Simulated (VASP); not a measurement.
# Co (Fm-3m) in VASP: notebook, part 2 of 2

VASP 6.6.1. The steps go on from the part before.

## 3. Single point, PBE, collinear spin, antiferromagnetic start

INCAR reads:

```
SYSTEM = Co
PREC     = Accurate       ! precision mode
ENCUT    = 520            ! plane-wave cutoff, eV
EDIFF    = 1E-6           ! SCF threshold, eV
ISMEAR   = -1             ! smearing method
SIGMA    = 0.1            ! smearing width, eV
LREAL    = .False.        ! projectors in reciprocal space
LASPH    = .True.         ! aspherical terms in the spheres
NELM     = 150            ! most SCF steps
ALGO     = Normal         ! electronic algorithm
ISIF     = 2              ! what is computed and relaxed
LWAVE    = .False.        ! write WAVECAR
LCHARG   = .False.        ! write CHGCAR
ISPIN    = 2              ! spin polarisation
MAGMOM   = 3 -3           ! initial moments
LORBIT   = 11             ! projections on sites
LMAXMIX  = 4              ! l up to which the mixer works
GGA      = PE             ! functional
NBANDS   = 20             ! bands
```

KPOINTS reads:

```
Automatic mesh
0
Gamma
  7 14 14
  0 0 0
```

POSCAR reads:

```
Co
1.0
    0.0000000000      3.5921000000      3.5921000000
    1.7960500000      0.0000000000      1.7960500000
    1.7960500000      1.7960500000      0.0000000000
Co
2
Direct
    0.0000000000      0.0000000000      0.0000000000
    0.5000000000      0.0000000000      0.0000000000
```

Potentials or basis: VASP PAW PBE potentials, release 64 (Co).

Started as:

```console
> cat potpaw_PBE.64/Co/POTCAR > POTCAR
> mpirun -np 1 vasp_std > vasp.out
```

OUTCAR:

```text
SYSTEM = Co
   PREC = Accurate
   ENCUT = 520
   EDIFF = 1E-6
   ISMEAR = -1
   LREAL = .False.
   LASPH = .True.
   NELM = 150
   ISIF = 2
   ISPIN = 2
   LORBIT = 11
   GGA = PE

 ion  position               nearest neighbor table
   1  0.000  0.000  0.000-   2 2.54   2 2.54   2 2.54   2 2.54   2 2.54   2 2.54
   2  0.500  0.000  0.000-   1 2.54   1 2.54   1 2.54   1 2.54   1 2.54   1 2.54

  LATTYP: Found a trigonal (rhomboedric) cell.
 ALAT       =     4.3994060525
 COS(alpha) =     0.8333333333

  Lattice vectors:

 A1 = (   1.7960500000,  -1.7960500000,  -3.5921000000)
 A2 = (   3.5921000000,  -1.7960500000,  -1.7960500000)
 A3 = (   1.7960500000,  -3.5921000000,  -1.7960500000)

Analysis of symmetry for initial positions (statically):
=====================================================================
 Subroutine PRICEL returns following result:

  LATTYP: Found a face centered cubic cell.
 ALAT       =     3.5921000000
[... 12 lines left out ...]
 Subroutine GETGRP returns: Found 12 space group operations
 (whereof 12 operations were pure point group operations)
 out of a pool of 12 trial point group operations.

The static configuration has the point symmetry D_3d.

Analysis of symmetry for dynamics (positions and initial velocities):
=====================================================================
 Subroutine PRICEL returns following result:

  LATTYP: Found a face centered cubic cell.
 ALAT       =     3.5921000000
[... 12 lines left out ...]
 Subroutine GETGRP returns: Found 12 space group operations
 (whereof 12 operations were pure point group operations)
 out of a pool of 12 trial point group operations.

The dynamic configuration has the point symmetry D_3d.

Analysis of structural, dynamic, and magnetic symmetry:
=====================================================================
 Subroutine PRICEL returns following result:

  LATTYP: Found a face centered cubic cell.
 ALAT       =     3.5921000000
[... 12 lines left out ...]
 Subroutine GETGRP returns: Found 12 space group operations
[... 164 lines left out ...]
  ext. energy  EPLUGINS =         0.00000000
  ---------------------------------------------------
  free energy    TOTEN  =       -13.60766769 eV

  energy without entropy =      -13.45139734  energy(sigma->0) =      -13.52953252

 E-fermi :   9.3001     XC(G=0): -13.0329

 val. band max:        9.2922346347   @ k =   0.2857   0.5000   0.1429
 cond. band min:       9.3009892260   @ k =   0.1429   0.4286   0.2143
 fundamental gap:      0.0087545914
 Fermi energy:         9.3000545881

 spin component 1

 k-point     1 :       0.0000    0.0000    0.0000
  band No.  band energies     occupation
      1       0.8158      1.00000
      2       4.9163      1.00000
      3       7.1123      1.00000
      4       7.1123      1.00000
      5       7.5754      1.00000
      6       7.6403      1.00000
[... 541 lines left out ...]
     19      34.1538      0.00000
     20      35.7273      0.00000

 [... further k-points ...]

 spin component 2

 k-point     1 :       0.0000    0.0000    0.0000
  band No.  band energies     occupation
      1       0.8158      1.00000
      2       4.9163      1.00000
      3       7.1123      1.00000
      4       7.1123      1.00000
      5       7.5754      1.00000
      6       7.6403      1.00000
[... 541 lines left out ...]
     19      34.1538      0.00000
     20      35.7273      0.00000

 [... further k-points ...]

------------------------ aborting loop because EDIFF is reached ----------------------------------------

  FORCE on cell =-STRESS in cart. coord.  units (eV):
  Direction    XX          YY          ZZ          XY          YZ          ZX
  --------------------------------------------------------------------------------------
  -------------------------------------------------------------------------------------
  Total       -2.1941572     -2.1941572     -2.1941572     -0.2485515      0.2485515     -0.2485515
  in kB     -151.6921349   -151.6921349   -151.6921349    -17.1835050     17.1835050    -17.1835050
  external PRESSURE =    -151.6921349 kB  Pullay stress =       0.0000000 kB

 VOLUME and BASIS-vectors are now :
 -----------------------------------------------------------------------------
  energy-cutoff  :      520.00
  volume of cell :       23.17
      direct lattice vectors                 reciprocal lattice vectors
     0.000000000  3.592100000  3.592100000    -0.139194343  0.139194343  0.139194343
     1.796050000  0.000000000  1.796050000     0.278388686 -0.278388686  0.278388686
     1.796050000  1.796050000  0.000000000     0.278388686  0.278388686 -0.278388686

 POSITION                                       TOTAL-FORCE (eV/Angst)
 -----------------------------------------------------------------------------------
      0.00000      0.00000      0.00000        -0.000000      0.000000      0.000000
      0.00000      1.79605      1.79605         0.000000     -0.000000     -0.000000
 -----------------------------------------------------------------------------------
    total drift:                               -0.000000     -0.000000     -0.000000

  FREE ENERGIE OF THE ION-ELECTRON SYSTEM (eV)
  ---------------------------------------------------
  free  energy   TOTEN  =       -13.6076676942 eV

  energy  without entropy=      -13.4513973422  energy(sigma->0) =      -13.52953252

 total charge

# of ion       s       p       d       tot
------------------------------------------
    1        0.461   0.467   7.223   8.151
    2        0.461   0.467   7.223   8.151
--------------------------------------------------
tot          0.922   0.934  14.446  16.302

 magnetization (x)

# of ion       s       p       d       tot
------------------------------------------
    1        0.000   0.008   1.201   1.210
    2       -0.000  -0.008  -1.201  -1.210
--------------------------------------------------
tot          0.000   0.000   0.000   0.000
```

stdout:

```text
POSCAR found type information on POSCAR Co
 POSCAR found :  1 types and       2 ions
 scaLAPACK will be used
 LDA part: xc-table for (Slater+PW92), standard interpolation
 -----------------------------------------------------------------------------
|                                                                             |
|           W    W    AA    RRRRR   N    N  II  N    N   GGGG   !!!           |
|           W    W   A  A   R    R  NN   N  II  NN   N  G    G  !!!           |
|           W    W  A    A  R    R  N N  N  II  N N  N  G       !!!           |
|           W WW W  AAAAAA  RRRRR   N  N N  II  N  N N  G  GGG   !            |
|           WW  WW  A    A  R   R   N   NN  II  N   NN  G    G                |
|           W    W  A    A  R    R  N    N  II  N    N   GGGG   !!!           |
|                                                                             |
|     Your reciprocal lattice and k-lattice belong to different lattice       |
|     classes:                                                                |
|                                                                             |
|        The reciprocal lattice is rhombohedral (trigonal),                   |
|        whereas your k-lattice is body-centered cubic.                       |
|                                                                             |
|     Results are often still useful ...                                      |
|                                                                             |
 -----------------------------------------------------------------------------

 POSCAR, INCAR and KPOINTS ok, starting setup
 FFT: planning ... GRIDC
 FFT: planning ... GRID_SOFT
 FFT: planning ... GRID
 WAVECAR not read
 entering main loop
```

Wall time 2.1 min (1 thread of Intel Xeon Platinum 8488C (Sapphire Rapids), shared host); peak memory 0.22 GiB.

What came out:

- Free energy: -13.6077 eV
- Pressure: -15.2 GPa
- Band gap on the k mesh: zero (filled and empty bands overlap)
- Net moment: 0.00 μB per cell
- Site moments: Co +1.21, -1.21 μB
- Valence electrons inside the program's atomic spheres: Co 8.15

Stress tensor (GPa, compression positive):
```
-15.17  -1.72  -1.72
 -1.72 -15.17   1.72
 -1.72   1.72 -15.17
```

Caveat: the cell stands under tension.
